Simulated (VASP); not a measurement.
# La2O3 (P-3m1) in VASP: settings compared, part 2 of 2

VASP 6.6.1. Earlier steps stand in the parts before.

## Step 4: Relaxation of cell and atoms, PBEsol+D3(BJ)

Input file INCAR:

```
PREC = Accurate
ENCUT = 600
EDIFF = 1E-6
ISMEAR = -1
SIGMA = 0.05
LREAL = False
LASPH = True
NELM = 80
ALGO = Normal
ISIF = 3
LWAVE = False
LCHARG = False
GGA = PS
IVDW = 12
IBRION = 2
NSW = 60
EDIFFG = -0.01
```

Input file KPOINTS:

```
Automatic mesh
0
Gamma
  8 8 5
```

Input file POSCAR:

```
La2O3
1.0
    3.9307778780      0.0000000000      0.0000000000
   -1.9653889390      3.4041534990      0.0000000000
    0.0000000000      0.0000000000      6.1119535200
La O
2 3
Direct
    0.3333333333      0.6666666667      0.2462356800
    0.6666666667      0.3333333333      0.7537643200
    0.0000000000      0.0000000000      0.0000000000
    0.3333333333      0.6666666667      0.6458906500
    0.6666666667      0.3333333333      0.3541093500
```

Started as:

```sh
> cat potpaw_PBE.64/La/POTCAR potpaw_PBE.64/O/POTCAR > POTCAR
> mpirun -np 1 vasp_std > vasp.out
```

Wall time 7 min (1 thread of Intel Xeon 6975P-C (Granite Rapids), shared host); peak memory 0.3 GiB.

Results (log left out):

* Free energy: -45.1561 eV
* Relaxed volume: 15.52 Å³/atom
* Relaxed cell: a = 3.887 Å, b = 3.887 Å, c = 5.931 Å, α = 90.00°, β = 90.00°, γ = 120.00°
* Space group after relaxing (to 0.05 Å): P-3m1 (No. 164)
* Energy gained by relaxing: 15.9 meV/atom
* Ionic steps: 12
* Pressure after relaxing: 0.0 GPa
* Largest force after relaxing: 0.005 eV/Å
* Band gap on the k mesh: 3.85 eV, indirect (least direct gap 3.97 eV)
* Dispersion energy per atom: -0.291 eV

Forces in eV/Å, atoms in the order of the input:
```
La   0.000  0.000  0.003
La   0.000  0.000 -0.003
O    0.000  0.000  0.000
O    0.000  0.000  0.005
O    0.000  0.000 -0.005
```

Step by step:
```
step  energy change (eV)  largest force (eV/Å)  pressure (GPa)  volume (Å³)
   1              0.0000                0.1033           -6.10        81.78
   2              0.0181                0.7864            7.89        74.64
   3             -0.0699                0.2921           -0.14        78.30
   4             -0.0699                0.3006           -0.01        78.23
   5             -0.0764                0.0504            0.08        77.88
   6             -0.0768                0.0611            0.11        77.76
   7             -0.0782                0.0608           -0.12        77.82
   8             -0.0786                0.0612           -0.34        77.87
   9             -0.0789                0.0725            0.32        77.49
  10             -0.0791                0.0457            0.11        77.63
  11             -0.0794                0.0134            0.06        77.61
  12             -0.0794                0.0052            0.04        77.61
```

Final structure:
```cif
data_structure
_symmetry_space_group_name_H-M 'P 1'
_symmetry_Int_Tables_number 1
_cell_length_a 3.8869
_cell_length_b 3.8869
_cell_length_c 5.9314
_cell_angle_alpha 90.000
_cell_angle_beta 90.000
_cell_angle_gamma 120.000
_cell_volume 77.61
loop_
_atom_site_label
_atom_site_type_symbol
_atom_site_fract_x
_atom_site_fract_y
_atom_site_fract_z
_atom_site_occupancy
La1 La 0.33333 0.66667 0.24313 1
La2 La 0.66667 0.33333 0.75687 1
O1 O 0.00000 0.00000 0.00000 1
O2 O 0.33333 0.66667 0.64743 1
O3 O 0.66667 0.33333 0.35257 1
```

Levels at points of the mesh, in eV from the valence-band top:
```csv
k point,band 17,band 18,band 19,band 20,band 21,band 22,band 23,band 24
"(0.00, 0.00, 0.00)",-1.81,-0.46,-0.46,-0.17,4.42,4.55,4.55,5.46
"(0.50, 0.00, 0.00)",-0.75,-0.66,-0.41,-0.31,3.86,4.88,5.41,5.48
```

Caveat: the PAW data sets were made with another functional, which shifts forces and pressure a little; spin-orbit coupling is left out, which moves the levels of the heavy elements. A k mesh can miss the band edges.

## Step 5: Single point, PBE

This run uses another cell than the first one, of 16.64 Å³/atom, 1.017 times its volume.

Input file INCAR:

```
  PREC = Accurate
  ENCUT = 520
  EDIFF = 1E-6
  ISMEAR = -1
  SIGMA = 0.05
  LREAL = False
  LASPH = True
  NELM = 100
  ALGO = Normal
  ISIF = 2
  LWAVE = False
  LCHARG = False
  GGA = PE
  NBANDS = 28
```

KPOINTS is that of step 4.

Input file POSCAR:

```
La2O3
1.0
    3.9404137652      0.0000000000      0.0000000000
   -1.9702068826      3.4124984221      0.0000000000
    0.0000000000      0.0000000000      6.1875170317
La O
2 3
Direct
    0.3333333333      0.6666666667      0.2473720156
    0.6666666667      0.3333333333      0.7526279844
    0.0000000000      0.0000000000      0.0000000000
    0.3333333333      0.6666666667      0.6453016751
    0.6666666667      0.3333333333      0.3546983249
```

Started as:

```sh
> cat potpaw_PBE.64/La/POTCAR potpaw_PBE.64/O/POTCAR > POTCAR
> mpirun -np 1 vasp_std > vasp.out
```

Wall time 60 s (1 thread of Intel Xeon 6975P-C (Granite Rapids), shared host); peak memory 0.25 GiB.

It converged, with:

* Free energy: -41.8251 eV
* Pressure: -0.3 GPa
* Largest force: 0.012 eV/Å
* Band gap on the k mesh: 3.88 eV, indirect (least direct gap 4.06 eV)

Forces in eV/Å, atoms in the order of the input:
```
La   0.000  0.000  0.012
La   0.000  0.000 -0.012
O    0.000  0.000  0.000
O    0.000  0.000  0.005
O    0.000  0.000 -0.005
```

Levels at points of the mesh, in eV from the valence-band top:
| k point | band 16 | band 17 | band 18 | band 19 | band 20 | band 21 | band 22 | band 23 | band 24 | band 25 |
| --- | --- | --- | --- | --- | --- | --- | --- | --- | --- | --- |
| (0.00, 0.00, 0.00) | -2.04 | -1.58 | -0.31 | -0.31 | -0.05 | 4.29 | 4.65 | 4.65 | 5.10 | 5.33 |
| (0.50, 0.00, 0.00) | -0.71 | -0.68 | -0.61 | -0.37 | -0.25 | 3.88 | 4.71 | 5.13 | 5.19 | 5.24 |

Caveat: spin-orbit coupling is left out, which moves the levels of the heavy elements.

## Step 6: Overview

| task | level | cell | cutoff (eV) | gap on the mesh (eV) | pressure (GPa) | relaxed volume (Å³/atom) | largest force (eV/Å) |
| --- | --- | --- | --- | --- | --- | --- | --- |
| single point | PBEsol+D3(BJ) | a = 3.931, b = 3.931, c = 6.112 Å, angles 90.0, 90.0, 120.0°, 5 atoms | 520 | 3.83 | -6.0 | - | 0.10 |
| relaxation of cell and atoms | PBEsol | relaxed from a = 3.931, b = 3.931, c = 6.112 Å, angles 90.0, 90.0, 120.0°, 5 atoms | 600 | 3.85 | 0.0 | 15.93 | - |
| relaxation of cell and atoms | PBEsol+D3(BJ) | relaxed from a = 3.931, b = 3.931, c = 6.112 Å, angles 90.0, 90.0, 120.0°, 5 atoms | 600 | 3.85 | 0.0 | 15.52 | 0.01 |
| single point | PBE | a = 3.940, b = 3.940, c = 6.188 Å, angles 90.0, 90.0, 120.0°, 5 atoms | 520 | 3.88 | -0.3 | - | 0.01 |

Alike in all rows: potentials or basis VASP PAW PBE potentials, release 64 (La, O); no spin polarisation; k mesh 8 × 8 × 5; smearing fermi-dirac 0.05 eV.

Caveats: spin-orbit coupling is left out, which moves the levels of the heavy elements; the PAW data sets were made with another functional, which shifts forces and pressure a little (some runs); three body term missing (some runs).

Total energies depend on the potentials used, so only differences within one code and one set of settings carry meaning.
